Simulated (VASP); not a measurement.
Write the native input for VASP 6.6.1 that does the following.

- Task: single point
- Functional: r2SCAN
- Potentials or basis: VASP PAW PBE potentials, release 64 (Ga_d, P, In_d)
- Cutoff: 520 eV
- k mesh: 6 × 4 × 6
- Occupations: gaussian, width 0.01 eV
- Spin: no spin polarisation
- Dipole correction: no
- Further INCAR settings: ALGO = Normal; EDIFF = 1e-07; NBANDS = 46

InGa3P4:

```
Ga P In
1.0
     3.92710    0.00000    0.00000
     0.00000    7.87404    0.00000
     0.00000    0.00000    5.57040
Ga P In
3 4 1
Direct
  0.00000 0.75852 0.99978
  0.50000 0.00000 0.49817
  0.00000 0.24148 0.99978
  0.50000 0.76368 0.23968
  0.00000 0.00000 0.74126
  0.50000 0.23632 0.23968
  0.00000 0.50000 0.78174
  0.50000 0.50000 0.49992
```

These files were run (other wordings do the same):

POSCAR

```
InGa3P4
1.0
    3.9271043277      0.0000000000      0.0000000000
    0.0000000000      7.8740410572      0.0000000000
    0.0000000000      0.0000000000      5.5704000966
Ga P In
3 4 1
Direct
    0.0000000000      0.7585191801     -0.0002179709
    0.5000000000      0.0000000000      0.4981748649
    0.0000000000      0.2414808199     -0.0002179709
    0.5000000000      0.7636839488      0.2396758093
    0.0000000000      0.0000000000      0.7412564338
    0.5000000000      0.2363160512      0.2396758093
    0.0000000000      0.5000000000      0.7817378620
    0.5000000000      0.5000000000      0.4999151624
```

INCAR.step1

```
SYSTEM = InGa3P4
  PREC = Accurate
  ENCUT = 520
  ISMEAR = 0
  SIGMA = 0.01
  LREAL = .False.
  LASPH = .True.
  NELM = 80
  NBANDS = 46
  GGA = PE
  ALGO = Normal
  EDIFF = 1E-4
  LWAVE = .True.
  LCHARG = .False.
```

INCAR.step2

```
SYSTEM = InGa3P4
  PREC = Accurate
  ENCUT = 520
  EDIFF = 1E-7
  ISMEAR = 0
  SIGMA = 0.01
  LREAL = .False.
  LASPH = .True.
  NELM = 80
  ALGO = Normal
  ISIF = 2
  LWAVE = .False.
  LCHARG = .False.
  METAGGA = R2SCAN
  LMIXTAU = .True.
  NBANDS = 46
  ISTART = 1
```

KPOINTS

```
regular mesh
0
Gamma
  6 4 6
  0 0 0
```

Potentials or basis: VASP PAW PBE potentials, release 64 (Ga_d, P, In_d).

The run is started by

```sh
$ cat potpaw_PBE.64/Ga_d/POTCAR potpaw_PBE.64/P/POTCAR potpaw_PBE.64/In_d/POTCAR > POTCAR
$ cp INCAR.step1 INCAR
$ mpirun -np 1 vasp_std > vasp.out
$ cp INCAR.step2 INCAR
$ mpirun -np 1 vasp_std > vasp.out
```

It gave:

| Property | Result |
| --- | --- |
| Pressure | -0.1 GPa |
| Largest force | 0.014 eV/Å |
| Band gap on the k mesh | 1.69 eV (least direct gap 1.74 eV) |

Caveat: the PAW data sets were made with another functional, which shifts forces and pressure a little; spin-orbit coupling is left out, which moves the levels of the heavy elements.

Run time: 23 min on 1 thread of Intel(R) Xeon(R) Platinum 8488C (Sapphire Rapids), on a shared host, peak memory 0.51 GiB.
